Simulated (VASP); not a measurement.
**SnO2: single point with PBE+D3(BJ)**

The system is SnO2.

```
Sn O
1.0
     3.10236    0.00000    0.00000
    -1.55118    2.68672    0.00000
     0.00000    0.00000   10.18504
Sn O
2 4
Direct
  0.00000 0.00000 0.50000
  0.00000 0.00000 0.00000
  0.66667 0.33333 0.40179
  0.66667 0.33333 0.09821
  0.33333 0.66667 0.59821
  0.33333 0.66667 0.90179
```

```yaml
Program: VASP 6.6.1
Task: single point
Functional: PBE
Dispersion: D3(BJ)
Potentials_or_basis: VASP PAW PBE potentials, release 64 (Sn_d, O)
Cutoff: 520 eV
k_mesh: 12 × 12 × 4
Occupations: gaussian, width 0.05 eV
Spin: no spin polarisation
Dipole_correction: no
Further_INCAR_settings: ALGO = Normal; EDIFF = 1e-06; NBANDS = 35
```

```
Pressure                   : 16.0 GPa
Largest force              : 1.105 eV/Å
Band gap on the k mesh     : 2.76 eV (least direct gap 3.27 eV)
Dispersion energy per atom : -0.180 eV
```

Forces on the atoms (eV/Å):
```
Sn   0.000  0.000  0.000
Sn   0.000  0.000  0.000
O    0.000  0.000 -1.105
O    0.000  0.000  1.105
O    0.000  0.000  1.105
O    0.000  0.000 -1.105
```

Stress tensor (GPa, compression positive):
```
19.96  0.00  0.00
 0.00 19.96  0.00
 0.00  0.00  8.22
```

Levels at points of the mesh, in eV from the valence-band top:
```csv
k point,band 23,band 24,band 25,band 26,band 27,band 28,band 29,band 30
"(0.00, 0.00, 0.00)",-0.85,-0.81,-0.81,-0.51,2.76,3.71,5.95,6.38
"(0.50, 0.00, 0.00)",-0.64,-0.57,-0.50,-0.07,6.06,6.29,7.42,8.21
"(0.00, 0.00, 0.50)",-0.83,-0.83,-0.83,-0.83,3.24,3.24,6.18,6.18
"(0.50, 0.00, 0.50)",-0.54,-0.54,-0.31,-0.31,6.17,6.17,7.79,7.79
```

It took 61 s on 1 thread of Intel(R) Xeon(R) 6975P-C (Granite Rapids), on a shared host, peak memory 0.29 GiB.

Caveat: the cell stands under pressure; spin-orbit coupling is left out, which moves the levels of the heavy elements; forces of over 1 eV/Å act on the atoms, so gaps and moduli don't describe the material at rest. A k mesh can miss the band edges.
